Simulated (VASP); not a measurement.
# Pt3Pb in VASP: further runs, part 2 of 2

VASP 6.6.1. Earlier steps stand in the parts before.

**4. Electric field gradients, LDA (equal xx and yy strain of -2 %)**

INCAR

```
SYSTEM = Pt3Pb
  ALGO = Normal
  EDIFF = 1E-8
  ENCUT = 520
  GGA = CA
  ISIF = 2
  ISMEAR = -1
  LASPH = .TRUE.
  LCHARG = .FALSE.
  LEFG = .TRUE.
  LREAL = .FALSE.
  LWAVE = .FALSE.
  NBANDS = 30
  NELM = 80
  PREC = Accurate
  SIGMA = 0.03
```

KPOINTS

```
k-points
0
G
  9 9 9
  0 0 0
```

POSCAR

```
Pt3Pb
1.0
    3.9768400000      0.0000000000      0.0000000000
    0.0000000000      3.9768400000      0.0000000000
    0.0000000000      0.0000000000      4.0580000000
Pt Pb
3 1
Direct
    0.0000000000      0.5000000000      0.5000000000
    0.5000000000      0.0000000000      0.5000000000
    0.5000000000      0.5000000000      0.0000000000
    0.0000000000      0.0000000000      0.0000000000
```

Potentials or basis: VASP PAW LDA potentials, release 64 (Pt, Pb_d).

On the command line:

```bash
> cat potpaw_LDA.64/Pt/POTCAR potpaw_LDA.64/Pb_d/POTCAR > POTCAR
> mpirun -np 1 vasp_std > vasp.out
```

OUTCAR:

```text
SYSTEM = Pt3Pb
   EDIFF = 1E-8
   ENCUT = 520
   GGA = CA
   ISIF = 2
   ISMEAR = -1
   LASPH = .TRUE.
   LREAL = .FALSE.
   NELM = 80
   PREC = Accurate

 ion  position               nearest neighbor table
   1  0.000  0.500  0.500-   2 2.81   2 2.81   2 2.81   2 2.81   4 2.84   3 2.84   4 2.84   4 2.84
                             4 2.84   3 2.84   3 2.84   3 2.84
   2  0.500  0.000  0.500-   1 2.81   1 2.81   1 2.81   1 2.81   4 2.84   3 2.84   3 2.84   3 2.84
                             4 2.84   4 2.84   4 2.84   3 2.84
   3  0.500  0.500  0.000-   4 2.81   4 2.81   4 2.81   4 2.81   2 2.84   2 2.84   2 2.84   2 2.84
                             1 2.84   1 2.84   1 2.84   1 2.84
   4  0.000  0.000  0.000-   3 2.81   3 2.81   3 2.81   3 2.81   2 2.84   1 2.84   2 2.84   1 2.84
                             2 2.84   1 2.84   2 2.84   1 2.84

  LATTYP: Found a simple tetragonal cell.
 ALAT       =     3.9768400000
 C/A-ratio  =     1.0204081633

  Lattice vectors:

 A1 = (   3.9768400000,   0.0000000000,   0.0000000000)
 A2 = (   0.0000000000,   3.9768400000,   0.0000000000)
 A3 = (   0.0000000000,   0.0000000000,   4.0580000000)

[... 1001 lines left out ...]
      1.98842      0.00000      2.02900         0.000000      0.000000      0.000000
      1.98842      1.98842      0.00000         0.000000      0.000000      0.000000
      0.00000      0.00000      0.00000         0.000000      0.000000      0.000000
 -----------------------------------------------------------------------------------
    total drift:                                0.000000      0.000000     -0.000000

  FREE ENERGIE OF THE ION-ELECTRON SYSTEM (eV)
  ---------------------------------------------------
  free  energy   TOTEN  =       -27.0842040586 eV

  energy  without entropy=      -27.0809541467  energy(sigma->0) =      -27.08257910

 Electric field gradients (V/A^2)
---------------------------------------------------------------------
 ion       V_xx      V_yy      V_zz      V_xy      V_xz      V_yz
---------------------------------------------------------------------
   1    -161.964    71.412    90.552     0.000    -0.000    -0.000
   2      71.412  -161.964    90.552    -0.000    -0.000    -0.000
   3      74.186    74.186  -148.372     0.000    -0.000    -0.000
   4     -10.407   -10.407    20.814     0.000    -0.000     0.000
---------------------------------------------------------------------

 Electric field gradients after diagonalization (V/A^2)
 (convention: |V_zz| > |V_xx| > |V_yy|)
----------------------------------------------------------------------
 ion       V_xx      V_yy      V_zz     asymmetry (V_yy - V_xx)/ V_zz
----------------------------------------------------------------------
   1      90.552    71.412  -161.964       0.118
   2      90.552    71.412  -161.964       0.118
   3      74.186    74.186  -148.372       0.000
   4     -10.407   -10.407    20.814       0.000
----------------------------------------------------------------------

           NMR quadrupolar parameters

 Cq : quadrupolar parameter    Cq=e*Q*V_zz/h
 eta: asymmetry parameters     (V_yy - V_xx)/ V_zz
 Q  : nuclear electric quadrupole moment in mb (millibarn)
----------------------------------------------------------------------
 ion       Cq(MHz)       eta       Q (mb)
----------------------------------------------------------------------
   1      -0.392       0.118       1.000
   2      -0.392       0.118       1.000
   3      -0.359       0.000       1.000
   4       0.050       0.000       1.000
----------------------------------------------------------------------
```

OSZICAR:

```text
N       E                     dE             d eps       ncg     rms          rms(c)
DAV:   1     0.416676851176E+03    0.41668E+03   -0.21468E+04  4516   0.167E+03
DAV:   2     0.491523643765E+01   -0.41176E+03   -0.38855E+03  4856   0.435E+02
DAV:   3    -0.270292991473E+02   -0.31945E+02   -0.30495E+02  5062   0.123E+02
DAV:   4    -0.279617781457E+02   -0.93248E+00   -0.92885E+00  5240   0.198E+01
DAV:   5    -0.279947946042E+02   -0.33016E-01   -0.33012E-01  6104   0.409E+00    0.191E+01
DAV:   6    -0.272176754770E+02    0.77712E+00   -0.16835E+00  5094   0.898E+00    0.990E+00
DAV:   7    -0.270962034267E+02    0.12147E+00   -0.16296E-01  6256   0.466E+00    0.349E+00
DAV:   8    -0.270855684850E+02    0.10635E-01   -0.17001E-02  6224   0.959E-01    0.303E-01
DAV:   9    -0.270844601376E+02    0.11083E-02   -0.57816E-03  6092   0.922E-01    0.149E-01
DAV:  10    -0.270842051909E+02    0.25495E-03   -0.10662E-03  5332   0.336E-01    0.264E-02
DAV:  11    -0.270842049153E+02    0.27565E-06   -0.66259E-05  6216   0.101E-01    0.111E-02
DAV:  12    -0.270842040128E+02    0.90247E-06   -0.40834E-06  6326   0.227E-02    0.307E-03
DAV:  13    -0.270842040596E+02   -0.46829E-07   -0.43868E-07  5480   0.601E-03    0.122E-03
DAV:  14    -0.270842040586E+02    0.10205E-08   -0.16234E-08  3616   0.131E-03
   1 F= -.27084204E+02 E0= -.27082579E+02  d E =-.324991E-02
```

stdout:

```text
POSCAR found type information on POSCAR PtPb
 POSCAR found :  2 types and       4 ions
 scaLAPACK will be used
 LDA part: xc-table for (Slater(with rela. corr.)+CA(PZ))
 , standard interpolation
 POSCAR, INCAR and KPOINTS ok, starting setup
 FFT: planning ... GRIDC
 FFT: planning ... GRID_SOFT
 FFT: planning ... GRID
 WAVECAR not read
 entering main loop
ion   1

ion   2

ion   3

ion   4
```

Run time: 1.8 min. Hardware: 1 thread of Intel Xeon Platinum 8488C (Sapphire Rapids), shared host; peak memory 0.24 GiB.

What came out:

* Free energy: -27.0842 eV
* Pressure: 7.2 GPa
* Band gap on the k mesh: zero (band 22 reaches 12.20 eV, above the bottom of band 23 at 11.68 eV)

Electric field gradients, principal values (V/Å²):
```tsv
atom	least	middle	greatest (by size)
1 Pt	71.412	90.552	-161.964
2 Pt	71.412	90.552	-161.964
3 Pt	74.186	74.186	-148.372
4 Pb	-10.407	-10.407	20.814
```

Caveat: the cell differs from its parent crystal (equal xx and yy strain of -2 %); without QUAD_EFG the Cq values of the log hold for a quadrupole moment of 1 mb, not for the nuclei; spin-orbit coupling is left out, which moves the levels of the heavy elements.

**5. Electric field gradients, LDA (equal xx and yy strain of -2 %)**

INCAR

```
PREC     = Accurate       # precision mode
ENCUT    = 520            # plane-wave cutoff, eV
EDIFF    = 1E-8           # SCF threshold, eV
ISMEAR   = -1             # smearing method
SIGMA    = 0.03           # smearing width, eV
LREAL    = F              # projectors in reciprocal space
LASPH    = T              # aspherical terms in the spheres
NELM     = 100            # most SCF steps
ALGO     = Normal         # electronic algorithm
ISIF     = 2              # what is computed and relaxed
LWAVE    = F              # write WAVECAR
LCHARG   = F              # write CHGCAR
GGA      = CA             # functional
LEFG     = T            
NBANDS   = 30             # bands
```

KPOINTS

```
Automatic mesh
0
Gamma
  9 9 9
```

POSCAR is that of step 4.

Potentials or basis: VASP PAW LDA potentials, release 64 (Pt, Pb_d).

On the command line:

```bash
> cat potpaw_LDA.64/Pt/POTCAR potpaw_LDA.64/Pb_d/POTCAR > POTCAR
> mpirun -np 1 vasp_std > vasp.out
```

OUTCAR:

```text
PREC = Accurate
   ENCUT = 520
   EDIFF = 1E-8
   ISMEAR = -1
   LREAL = F
   LASPH = T
   NELM = 100
   ISIF = 2
   GGA = CA

 ion  position               nearest neighbor table
   1  0.000  0.500  0.500-   2 2.81   2 2.81   2 2.81   2 2.81   4 2.84   3 2.84   4 2.84   4 2.84
                             4 2.84   3 2.84   3 2.84   3 2.84
   2  0.500  0.000  0.500-   1 2.81   1 2.81   1 2.81   1 2.81   4 2.84   3 2.84   3 2.84   3 2.84
                             4 2.84   4 2.84   4 2.84   3 2.84
   3  0.500  0.500  0.000-   4 2.81   4 2.81   4 2.81   4 2.81   2 2.84   2 2.84   2 2.84   2 2.84
                             1 2.84   1 2.84   1 2.84   1 2.84
[... 1030 lines left out ...]
   1    -161.964    71.412    90.552     0.000    -0.000    -0.000
   2      71.412  -161.964    90.552    -0.000    -0.000    -0.000
   3      74.186    74.186  -148.372     0.000    -0.000    -0.000
   4     -10.407   -10.407    20.814     0.000    -0.000     0.000
---------------------------------------------------------------------

 Electric field gradients after diagonalization (V/A^2)
 (convention: |V_zz| > |V_xx| > |V_yy|)
----------------------------------------------------------------------
 ion       V_xx      V_yy      V_zz     asymmetry (V_yy - V_xx)/ V_zz
----------------------------------------------------------------------
   1      90.552    71.412  -161.964       0.118
   2      90.552    71.412  -161.964       0.118
   3      74.186    74.186  -148.372       0.000
   4     -10.407   -10.407    20.814       0.000
----------------------------------------------------------------------

           NMR quadrupolar parameters

 Cq : quadrupolar parameter    Cq=e*Q*V_zz/h
 eta: asymmetry parameters     (V_yy - V_xx)/ V_zz
 Q  : nuclear electric quadrupole moment in mb (millibarn)
----------------------------------------------------------------------
 ion       Cq(MHz)       eta       Q (mb)
----------------------------------------------------------------------
   1      -0.392       0.118       1.000
   2      -0.392       0.118       1.000
   3      -0.359       0.000       1.000
   4       0.050       0.000       1.000
----------------------------------------------------------------------
```

stdout:

```text
POSCAR found type information on POSCAR PtPb
 POSCAR found :  2 types and       4 ions
 scaLAPACK will be used
 LDA part: xc-table for (Slater(with rela. corr.)+CA(PZ))
 , standard interpolation
 POSCAR, INCAR and KPOINTS ok, starting setup
 FFT: planning ... GRIDC
 FFT: planning ... GRID_SOFT
 FFT: planning ... GRID
 WAVECAR not read
 entering main loop
ion   1

ion   2

ion   3

ion   4
```

Run time: 2 min. Hardware: 1 thread of Intel Xeon Platinum 8488C (Sapphire Rapids), shared host; peak memory 0.24 GiB.

Results:

```yaml
Free_energy: -27.0842 eV
Pressure: 7.2 GPa
Band_gap_on_the_k_mesh: zero (band 22 reaches 12.20 eV, above the bottom of band 23 at 11.68 eV)
```

Stress tensor (GPa, compression positive):
```
7.96 0.00 0.00
0.00 7.96 0.00
0.00 0.00 5.68
```

Electric field gradients, principal values (V/Å²):
```csv
atom,least,middle,greatest (by size)
1 Pt,71.412,90.552,-161.964
2 Pt,71.412,90.552,-161.964
3 Pt,74.186,74.186,-148.372
4 Pb,-10.407,-10.407,20.814
```

Caveat: the cell differs from its parent crystal (equal xx and yy strain of -2 %); without QUAD_EFG the Cq values of the log hold for a quadrupole moment of 1 mb, not for the nuclei; spin-orbit coupling is left out, which moves the levels of the heavy elements.

**6. Electric field gradients, LDA (equal xx and yy strain of +1 %)**

INCAR

```
SYSTEM = Pt3Pb
  PREC = Accurate
  ENCUT = 520
  EDIFF = 1E-8
  ISMEAR = -1
  SIGMA = 0.03
  LREAL = .FALSE.
  LASPH = .TRUE.
  NELM = 60
  ALGO = Normal
  ISIF = 2
  LWAVE = .FALSE.
  LCHARG = .FALSE.
  LEFG = .TRUE.
  NBANDS = 30
```

KPOINTS

```
regular mesh
0
G
  9 9 9
  0 0 0
```

Edit POSCAR of step 5 so:

```diff
@@ -2,4 +2,4 @@
 1.0
-    3.9768400000      0.0000000000      0.0000000000
-    0.0000000000      3.9768400000      0.0000000000
+    4.0985800000      0.0000000000      0.0000000000
+    0.0000000000      4.0985800000      0.0000000000
     0.0000000000      0.0000000000      4.0580000000
```

Potentials or basis: VASP PAW LDA potentials, release 64 (Pt, Pb_d).

On the command line:

```bash
> cat potpaw_LDA.64/Pt/POTCAR potpaw_LDA.64/Pb_d/POTCAR > POTCAR
> mpirun -np 1 vasp_std > vasp.out
```

OUTCAR:

```text
SYSTEM = Pt3Pb
   PREC = Accurate
   ENCUT = 520
   EDIFF = 1E-8
   ISMEAR = -1
   LREAL = .FALSE.
   LASPH = .TRUE.
   NELM = 60
   ISIF = 2

 ion  position               nearest neighbor table
   1  0.000  0.500  0.500-   3 2.88   4 2.88   3 2.88   4 2.88   4 2.88   4 2.88   3 2.88   3 2.88
                             2 2.90   2 2.90   2 2.90   2 2.90
   2  0.500  0.000  0.500-   3 2.88   4 2.88   3 2.88   4 2.88   3 2.88   3 2.88   4 2.88   4 2.88
                             1 2.90   1 2.90   1 2.90   1 2.90
   3  0.500  0.500  0.000-   1 2.88   2 2.88   1 2.88   2 2.88   2 2.88   2 2.88   1 2.88   1 2.88
                             4 2.90   4 2.90   4 2.90   4 2.90
   4  0.000  0.000  0.000-   1 2.88   2 2.88   1 2.88   2 2.88   1 2.88   1 2.88   2 2.88   2 2.88
                             3 2.90   3 2.90   3 2.90   3 2.90

  LATTYP: Found a simple tetragonal cell.
 ALAT       =     4.0985800000
 C/A-ratio  =     0.9900990099

  Lattice vectors:

 A1 = (   4.0985800000,   0.0000000000,   0.0000000000)
 A2 = (   0.0000000000,   4.0985800000,   0.0000000000)
 A3 = (   0.0000000000,   0.0000000000,   4.0580000000)

[... 1000 lines left out ...]
      2.04929      0.00000      2.02900         0.000000      0.000000      0.000000
      2.04929      2.04929      0.00000         0.000000      0.000000      0.000000
      0.00000      0.00000      0.00000         0.000000      0.000000      0.000000
 -----------------------------------------------------------------------------------
    total drift:                                0.000000      0.000000     -0.000000

  FREE ENERGIE OF THE ION-ELECTRON SYSTEM (eV)
  ---------------------------------------------------
  free  energy   TOTEN  =       -27.0941162191 eV

  energy  without entropy=      -27.0914444113  energy(sigma->0) =      -27.09278032

 Electric field gradients (V/A^2)
---------------------------------------------------------------------
 ion       V_xx      V_yy      V_zz      V_xy      V_xz      V_yz
---------------------------------------------------------------------
   1    -141.285    73.997    67.288    -0.000    -0.000     0.000
   2      73.997  -141.285    67.288    -0.000    -0.000     0.000
   3      72.641    72.641  -145.283    -0.000    -0.000     0.000
   4       4.056     4.056    -8.113     0.000    -0.000     0.000
---------------------------------------------------------------------

 Electric field gradients after diagonalization (V/A^2)
 (convention: |V_zz| > |V_xx| > |V_yy|)
----------------------------------------------------------------------
 ion       V_xx      V_yy      V_zz     asymmetry (V_yy - V_xx)/ V_zz
----------------------------------------------------------------------
   1      73.997    67.288  -141.285       0.047
   2      73.997    67.288  -141.285       0.047
   3      72.641    72.641  -145.283       0.000
   4       4.056     4.056    -8.113       0.000
----------------------------------------------------------------------

           NMR quadrupolar parameters

 Cq : quadrupolar parameter    Cq=e*Q*V_zz/h
 eta: asymmetry parameters     (V_yy - V_xx)/ V_zz
 Q  : nuclear electric quadrupole moment in mb (millibarn)
----------------------------------------------------------------------
 ion       Cq(MHz)       eta       Q (mb)
----------------------------------------------------------------------
   1      -0.342       0.047       1.000
   2      -0.342       0.047       1.000
   3      -0.351       0.000       1.000
   4      -0.020       0.000       1.000
----------------------------------------------------------------------
```

OSZICAR:

```text
N       E                     dE             d eps       ncg     rms          rms(c)
DAV:   1     0.410635564823E+03    0.41064E+03   -0.21402E+04  4520   0.166E+03
DAV:   2     0.493854386789E+01   -0.40570E+03   -0.38226E+03  4844   0.431E+02
DAV:   3    -0.270055960091E+02   -0.31944E+02   -0.30519E+02  5152   0.122E+02
DAV:   4    -0.279623734087E+02   -0.95678E+00   -0.95264E+00  5162   0.200E+01
DAV:   5    -0.279972309228E+02   -0.34858E-01   -0.34852E-01  6212   0.418E+00    0.159E+01
DAV:   6    -0.272094865415E+02    0.78774E+00   -0.19294E+00  5076   0.933E+00    0.811E+00
DAV:   7    -0.271075190278E+02    0.10197E+00   -0.13076E-01  6204   0.413E+00    0.340E+00
DAV:   8    -0.270954649122E+02    0.12054E-01   -0.23561E-02  6204   0.110E+00    0.342E-01
DAV:   9    -0.270942253570E+02    0.12396E-02   -0.65205E-03  5970   0.982E-01    0.986E-02
DAV:  10    -0.270941227182E+02    0.10264E-03   -0.58560E-04  5066   0.211E-01    0.272E-02
DAV:  11    -0.270941177198E+02    0.49984E-05   -0.65842E-05  6206   0.109E-01    0.955E-03
DAV:  12    -0.270941161743E+02    0.15455E-05   -0.57658E-06  5976   0.277E-02    0.268E-03
DAV:  13    -0.270941162205E+02   -0.46196E-07   -0.60039E-07  5438   0.626E-03    0.110E-03
DAV:  14    -0.270941162191E+02    0.14129E-08   -0.22830E-08  4026   0.133E-03
   1 F= -.27094116E+02 E0= -.27092780E+02  d E =-.267181E-02
```

stdout:

```text
POSCAR found type information on POSCAR PtPb
 POSCAR found :  2 types and       4 ions
 scaLAPACK will be used
 LDA part: xc-table for (Slater(with rela. corr.)+CA(PZ))
 , standard interpolation
 POSCAR, INCAR and KPOINTS ok, starting setup
 FFT: planning ... GRIDC
 FFT: planning ... GRID_SOFT
 FFT: planning ... GRID
 WAVECAR not read
 entering main loop
ion   1

ion   2

ion   3

ion   4
```

Run time: 1.8 min. Hardware: 1 thread of Intel Xeon Platinum 8488C (Sapphire Rapids), shared host; peak memory 0.25 GiB.

What came out:

```
Free energy            : -27.0941 eV
Pressure               : -6.2 GPa
Band gap on the k mesh : zero (band 22 reaches 10.94 eV, above the bottom of band 23 at 10.55 eV)
```

Stress tensor (GPa, compression positive):
```
-6.41  0.00  0.00
 0.00 -6.41  0.00
 0.00  0.00 -5.64
```

Levels at points of the mesh, in eV from the Fermi level:
| k point | band 20 | band 21 | band 22 | band 23 | band 24 | band 25 |
| --- | --- | --- | --- | --- | --- | --- |
| (0.00, 0.00, 0.00) | -0.86 | -0.42 | 0.02 | 0.10 | 0.10 | 1.42 |

Electric field gradients, principal values (V/Å²):
```
atom   least  middle  greatest (by size)
1 Pt  67.288  73.997            -141.285
2 Pt  67.288  73.997            -141.285
3 Pt  72.641  72.641            -145.283
4 Pb   4.056   4.056              -8.113
```

Caveat: the cell differs from its parent crystal (equal xx and yy strain of +1 %); without QUAD_EFG the Cq values of the log hold for a quadrupole moment of 1 mb, not for the nuclei; spin-orbit coupling is left out, which moves the levels of the heavy elements.

**7. The runs side by side**

| cell | gap on the mesh (eV) | pressure (GPa) |
| --- | --- | --- |
| a = 4.071 Å, 4 atoms | none | -4.3 |
| a = 4.111 Å, 4 atoms | none | -9.5 |
| a = 3.977, b = 3.977, c = 4.058 Å, 4 atoms | none | 7.2 |
| a = 4.099, b = 4.099, c = 4.058 Å, 4 atoms | none | -6.2 |

Alike in all rows: task electric field gradients; level LDA; potentials or basis VASP PAW LDA potentials, release 64 (Pt, Pb_d); no spin polarisation; k mesh 9 × 9 × 9; cutoff (eV) 520; smearing fermi-dirac 0.03 eV.

Caveats: spin-orbit coupling is left out, which moves the levels of the heavy elements.

Absolute energies hang on the potentials; compare differences alone.
